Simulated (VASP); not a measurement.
# InSb3 (I4mm) in VASP: a series of runs, part 2 of 2

VASP 6.6.1.

## Step 3: Single point, PBEsol+D3(BJ) (atom 1 (In) moved +0.169 Å along Cartesian [0 0 1])

Contents of INCAR:

```
PREC = Accurate
ENCUT = 520
EDIFF = 1E-6
ISMEAR = 0
SIGMA = 0.15
LREAL = F
LASPH = T
NELM = 60
ALGO = Normal
ISIF = 2
LWAVE = F
LCHARG = F
GGA = PS
IVDW = 12
NBANDS = 22
```

Contents of KPOINTS:

```
regular mesh
0
Gamma
  12 12 12
```

Contents of POSCAR:

```
InSb3
1.0
    0.0000000000      3.6620664019      3.6620664019
    3.6620664019      0.0000000000      3.6620664019
    3.6620664019      3.6620664019      0.0000000000
In Sb
1 3
Direct
    0.0230470971      0.0230470971     -0.0230470971
    0.2500000000      0.2500000000      0.2500000000
    0.7500000000      0.7500000000      0.7500000000
    0.5000000000      0.5000000000      0.5000000000
```

Potentials or basis: VASP PAW PBE potentials, release 64 (In_d, Sb).

On the command line:

```bash
$ cat potpaw_PBE.64/In_d/POTCAR potpaw_PBE.64/Sb/POTCAR > POTCAR
$ mpirun -np 1 vasp_std > vasp.out
```

OUTCAR:

```text
PREC = Accurate
   ENCUT = 520
   EDIFF = 1E-6
   ISMEAR = 0
   LREAL = F
   LASPH = T
   NELM = 60
   ISIF = 2
   GGA = PS
   IVDW = 12
 IVDW          = 12

 ion  position               nearest neighbor table
   1  0.023  0.023  0.977-   3 3.08   3 3.08   2 3.08   2 3.08   3 3.27   2 3.27   2 3.27   3 3.27
                             4 3.49   4 3.67   4 3.67   4 3.67   4 3.67   4 3.83
   2  0.250  0.250  0.250-   1 3.08   1 3.08   4 3.17   4 3.17   4 3.17   4 3.17   1 3.27   1 3.27
                             3 3.66   3 3.66   3 3.66   3 3.66   3 3.66   3 3.66
   3  0.750  0.750  0.750-   1 3.08   1 3.08   4 3.17   4 3.17   4 3.17   4 3.17   1 3.27   1 3.27
                             2 3.66   2 3.66   2 3.66   2 3.66   2 3.66   2 3.66
   4  0.500  0.500  0.500-   2 3.17   2 3.17   2 3.17   3 3.17   3 3.17   3 3.17   3 3.17   2 3.17
                             1 3.49   1 3.67   1 3.67   1 3.67   1 3.67   1 3.83

  LATTYP: Found a face centered cubic cell.
 ALAT       =     7.3241328038

  Lattice vectors:

 A1 = (   0.0000000000,   3.6620664019,   3.6620664019)
 A2 = (   3.6620664019,   0.0000000000,   3.6620664019)
 A3 = (   3.6620664019,   3.6620664019,   0.0000000000)

Analysis of symmetry for initial positions (statically):
=====================================================================
 Subroutine PRICEL returns:
 Original cell was already a primitive cell.

 Routine SETGRP: Setting up the symmetry group for a
 face centered cubic supercell.

 Subroutine GETGRP returns: Found  8 space group operations
 (whereof  8 operations were pure point group operations)
 out of a pool of 48 trial point group operations.

The static configuration has the point symmetry C_4v.

Analysis of symmetry for dynamics (positions and initial velocities):
=====================================================================
 Subroutine PRICEL returns:
 Original cell was already a primitive cell.

 Routine SETGRP: Setting up the symmetry group for a
 face centered cubic supercell.

 Subroutine GETGRP returns: Found  8 space group operations
 (whereof  8 operations were pure point group operations)
 out of a pool of 48 trial point group operations.

The dynamic configuration has the point symmetry C_4v.

 Subroutine INISYM returns: Found  8 space group operations
 (whereof  8 operations are pure point group operations),
 and found     1 'primitive' translations

----------------------------------------------------------------------------------------

                                     Primitive cell

  volume of cell :      98.2220

  direct lattice vectors                    reciprocal lattice vectors
     0.000000000  3.662066402  3.662066402    -0.136534936  0.136534936  0.136534936
     3.662066402  0.000000000  3.662066402     0.136534936 -0.136534936  0.136534936
     3.662066402  3.662066402  0.000000000     0.136534936  0.136534936 -0.136534936

  length of vectors
     5.178943972  5.178943972  5.178943972     0.236485445  0.236485445  0.236485445

  position of ions in fractional coordinates (direct lattice)
     0.023047097  0.023047097  0.976952903
     0.250000000  0.250000000  0.250000000
     0.750000000  0.750000000  0.750000000
     0.500000000  0.500000000  0.500000000

  ion indices of the primitive-cell ions
   primitive index   ion index
[... 28 lines left out ...]

 Found    163 irreducible k-points:

 Following reciprocal coordinates:
            Coordinates               Weight
  0.000000  0.000000  0.000000      1.000000
  0.083333  0.000000  0.000000      8.000000
  0.166667  0.000000  0.000000      8.000000
  0.250000  0.000000  0.000000      8.000000
  0.333333  0.000000  0.000000      8.000000
  0.416667  0.000000  0.000000      8.000000
[... 16 lines left out ...]
  0.000000 -0.333333  0.083333     16.000000
 -0.250000  0.083333  0.000000      8.000000
 [... further k-points ...]
   k-points           NKPTS =    163   k-points in BZ     NKDIM =    163   number of bands    NBANDS=     22
   number of dos      NEDOS =    301   number of ions     NIONS =      4
   total plane-waves  NPLWV =  64000
   dimension x,y,z NGX =    40 NGY =   40 NGZ =   40
   dimension x,y,z NGXF=    80 NGYF=   80 NGZF=   80
   ions per type =               1   3
   NGX,Y,Z   is equivalent  to a cutoff of  12.84, 12.84, 12.84 a.u.
   NGXF,Y,Z  is equivalent  to a cutoff of  25.68, 25.68, 25.68 a.u.
 SYSTEM =  unknown system
   PREC   = accura    normal or accurate (medium, high low for compatibility)
   ISTART =      0    job   : 0-new  1-cont  2-samecut
   ICHARG =      2    charge: 1-file 2-atom 10-const
   ISPIN  =      1    spin polarized calculation?
   LNONCOLLINEAR =      F non collinear calculations
   LSORBIT =      F    spin-orbit coupling
   LASPH  =      T    aspherical Exc in radial PAW
   ENCUT  =  520.0 eV  38.22 Ry    6.18 a.u.   9.63  9.63  9.63*2*pi/ulx,y,z
   NELM   =     60;   NELMIN=  2; NELMDL= -5     # of ELM steps
   EDIFF  = 0.1E-05   stopping-criterion for ELM
   LREAL  =      F    real-space projection
   EDIFFG = 0.1E-04   stopping-criterion for IOM
   NSW    =      0    number of steps for IOM
   IBRION =     -1    ionic relax: 0-MD 1-quasi-New 2-CG
   NFREE  =      0    steps in history (QN), initial steepest desc. (CG)
   ISIF   =      2    stress and relaxation
   ISYM   =      2    0-nonsym 1-usesym 2-fastsym
   POTIM  = 0.5000    time-step for ionic-motion
   TEBEG  =    0.0;   TEEND  =   0.0 temperature during run
   PSTRESS=    0.0 pullay stress
   NELECT =      28.0000    total number of electrons
   NUPDOWN=      -1.0000    fix difference up-down
   EMIN   =  10.00;   EMAX   =-10.00  energy-range for DOS
   EFERMI =   0.00;   METHOD = LEGACY
   ISMEAR =     0;   SIGMA  =   0.15  broadening in eV -4-tet -1-fermi 0-gaus
   EFERMI_NEDOS =   21; number of points for ismear=-14 and -15
   IALGO  =     38    algorithm
   IMIX   =      4    mixing-type and parameters
     AMIX     =   0.40;   BMIX     =  1.00
     AMIX_MAG =   1.60;   BMIX_MAG =  1.00
  volume/ion in A,a.u.               =      24.56       165.71
  Fermi-wavevector in a.u.,A,eV,Ry     =   1.077436  2.036058 15.794559  1.160867
  Thomas-Fermi vector in A             =   2.213347
   LORBIT       =      0    0 simple, 1 ext, 2 COOP (PROOUT), +10 PAW based schemes
   GGA     = PS    functional components
   LHFCALC =     F    Hartree Fock is set to
   AEXX    =    0.0000 exact exchange contribution
   IVDW    =    12    specifies the selected vdW correction
   LEPSILON=     F    determine dielectric tensor
   LRPA    =     F    only Hartree local field effects (RPA)
 non-spin polarized calculation
 Gauss-broadening in eV      SIGMA  =   0.15
  energy-cutoff  :      520.00
  volume of cell :       98.22
 maximum number of plane-waves:      2688
   NGX = 19   NGY = 19   NGZ = 19

 number of electron      28.0000001 magnetization

 Free energy of the ion-electron system (eV)
  ---------------------------------------------------
  ext. energy  EPLUGINS =         0.00000000
  ---------------------------------------------------
  free energy    TOTEN  =       -16.04709096 eV

  energy without entropy =      -16.02411152  energy(sigma->0) =      -16.03560124

 E-fermi :   9.1217     XC(G=0): -10.7274

 val. band max:        9.1198145466   @ k =   0.5000   0.3333   0.0833
 cond. band min:       9.1267627089   @ k =  -0.3333   0.3333   0.1667
 fundamental gap:      0.0069481623
 Fermi energy:         9.1217071025

 k-point     1 :       0.0000    0.0000    0.0000
  band No.  band energies     occupation
      1      -5.3412      2.00000
      2      -5.3372      2.00000
      3      -5.3372      2.00000
      4      -5.2918      2.00000
      5      -5.2881      2.00000
      6      -3.8638      2.00000
[... 589 lines left out ...]
     21      14.8208      0.00000
     22      15.0385      0.00000

 [... further k-points ...]

------------------------ aborting loop because EDIFF is reached ----------------------------------------

 Edisp (eV)   -2.04517

 E8    (eV) :    -1.4210

  FORCE on cell =-STRESS in cart. coord.  units (eV):
  Direction    XX          YY          ZZ          XY          YZ          ZX
  --------------------------------------------------------------------------------------
  -------------------------------------------------------------------------------------
  Total       0.43277     0.43277     0.30685     0.00000     0.00000     0.00000
  in kB       7.05922     7.05922     5.00533     0.00000     0.00000     0.00000
  external pressure =        6.37 kB  Pullay stress =        0.00 kB

 VOLUME and BASIS-vectors are now :
 -----------------------------------------------------------------------------
  energy-cutoff  :      520.00
  volume of cell :       98.22
      direct lattice vectors                 reciprocal lattice vectors
     0.000000000  3.662066402  3.662066402    -0.136534936  0.136534936  0.136534936
     3.662066402  0.000000000  3.662066402     0.136534936 -0.136534936  0.136534936
     3.662066402  3.662066402  0.000000000     0.136534936  0.136534936 -0.136534936

 POSITION                                       TOTAL-FORCE (eV/Angst)
 -----------------------------------------------------------------------------------
      3.66207      3.66207      0.16880         0.000000      0.000000     -0.575918
      1.83103      1.83103      1.83103         0.000000      0.000000      0.178037
      5.49310      5.49310      5.49310         0.000000      0.000000      0.178037
      3.66207      3.66207      3.66207         0.000000      0.000000      0.219844
 -----------------------------------------------------------------------------------
    total drift:                                0.000000      0.000000      0.000926

  FREE ENERGIE OF THE ION-ELECTRON SYSTEM (eV)
  ---------------------------------------------------
  free  energy   TOTEN  =       -18.0922639652 eV

  energy  without entropy=      -18.0692845225  energy(sigma->0) =      -18.08077424
```

OSZICAR:

```text
N       E                     dE             d eps       ncg     rms          rms(c)
DAV:   1     0.190565867509E+03    0.19057E+03   -0.10913E+04  7172   0.124E+03
DAV:   2     0.336943380295E+00   -0.19023E+03   -0.18285E+03  7858   0.302E+02
DAV:   3    -0.155751055608E+02   -0.15912E+02   -0.15438E+02  9144   0.882E+01
DAV:   4    -0.160913814980E+02   -0.51628E+00   -0.51407E+00  8052   0.161E+01
DAV:   5    -0.161145486277E+02   -0.23167E-01   -0.23165E-01 10612   0.372E+00    0.440E+00
DAV:   6    -0.160616032403E+02    0.52945E-01   -0.90063E-02  9446   0.437E+00    0.242E+00
DAV:   7    -0.160481470453E+02    0.13456E-01   -0.35403E-02 10052   0.208E+00    0.371E-01
DAV:   8    -0.160470980765E+02    0.10490E-02   -0.33919E-03  9362   0.704E-01    0.109E-01
DAV:   9    -0.160470919964E+02    0.60801E-05   -0.26057E-04  8564   0.120E-01    0.339E-02
DAV:  10    -0.160470904295E+02    0.15669E-05   -0.15269E-05  9342   0.275E-02    0.797E-03
DAV:  11    -0.160470909632E+02   -0.53371E-06   -0.10788E-06  4938   0.105E-02
   1 F= -.18092264E+02 E0= -.18080774E+02  d E =-.229794E-01
```

stdout:

```text
POSCAR found type information on POSCAR InSb
 POSCAR found :  2 types and       4 ions
 scaLAPACK will be used
 -----------------------------------------------------------------------------
|                                                                             |
|                                                                             |
|     You enforced a specific xc type in the INCAR file but a different       |
|     I HOPE YOU KNOW WHAT YOU ARE DOING!                                     |
|                                                                             |
 -----------------------------------------------------------------------------

 LDA part: xc-table for (Slater+PW92), standard interpolation
 POSCAR, INCAR and KPOINTS ok, starting setup
 FFT: planning ... GRIDC
 FFT: planning ... GRID_SOFT
 FFT: planning ... GRID
 WAVECAR not read
 entering main loop
```

Wall time 2.7 min (1 thread of Intel Xeon 6975P-C (Granite Rapids), shared host); peak memory 0.49 GiB.

Results:

| Quantity | Value |
| --- | --- |
| Free energy | -18.0923 eV |
| Pressure | 0.6 GPa |
| Largest force | 0.576 eV/Å |
| Band gap on the k mesh | zero (bands 14 and 15 overlap by 3.35 eV) |
| Dispersion energy per atom | -0.511 eV |

Forces on the atoms (eV/Å):
```
In   0.000  0.000 -0.576
Sb   0.000  0.000  0.178
Sb   0.000  0.000  0.178
Sb   0.000  0.000  0.220
```

Levels at points of the mesh, in eV from the Fermi level:
| k point | band 12 | band 13 | band 14 | band 15 | band 16 | band 17 |
| --- | --- | --- | --- | --- | --- | --- |
| (0.00, 0.00, 0.00) | -2.66 | -2.60 | -2.60 | -1.85 | -0.77 | -0.77 |
| (0.50, 0.00, 0.00) | -2.92 | -2.87 | 0.05 | 0.23 | 2.13 | 2.16 |
| (0.50, 0.50, 0.00) | 0.74 | 1.08 | 1.08 | 1.79 | 2.08 | 2.08 |
| (0.00, 0.50, 0.50) | 0.78 | 1.11 | 1.12 | 1.76 | 2.05 | 2.08 |

Caveat: the cell differs from its parent crystal (atom 1 (In) moved +0.169 Å along Cartesian [0 0 1]); the PAW data sets were made with another functional, which shifts forces and pressure a little; spin-orbit coupling is left out, which moves the levels of the heavy elements.
